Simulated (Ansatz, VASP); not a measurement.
## Two plane-wave programs on In

```
In
1.0
     3.33548    0.00000    0.00000
    -1.66774    2.88861    0.00000
     0.00000    0.00000    5.50914
In
2
Direct
  0.66667 0.33333 0.75000
  0.33333 0.66667 0.25000
```

Alike in both runs: task relaxation of cell and atoms; functional PBEsol; dispersion D4; k mesh 9 × 9 × 5; occupations fermi-dirac, width 0.05 eV; no spin polarisation.

|  | VASP | Ansatz |
| --- | --- | --- |
| version | VASP 6.6.1 | Ansatz 0.2.0 |
| potentials or method | VASP PAW PBE potentials, release 64 (In_d) | Ansatz PAW |
| plane-wave cutoff (eV) | 600 | 420 |
| valence electrons in the cell | 26 | 26 |

|  | VASP | Ansatz | Ansatz less VASP |
| --- | --- | --- | --- |
| gap on the k mesh at the Fermi level, each at its own relaxed structure (eV) | none | none | - |
| relaxed volume (Å³/atom) | 24.86 | 24.87 | +0.008 |
| relaxed cell length with the largest relative difference (Å) | 5.343 | 5.341 | -0.0019 |

VASP's potentials were made for PBE, not for PBEsol. A gap of «none» marks a metal or a gap that the smearing closes.

Noted on Ansatz's run: the plane-wave basis is chosen anew once the cell has moved, so the energies of steps on either side of that aren't comparable.
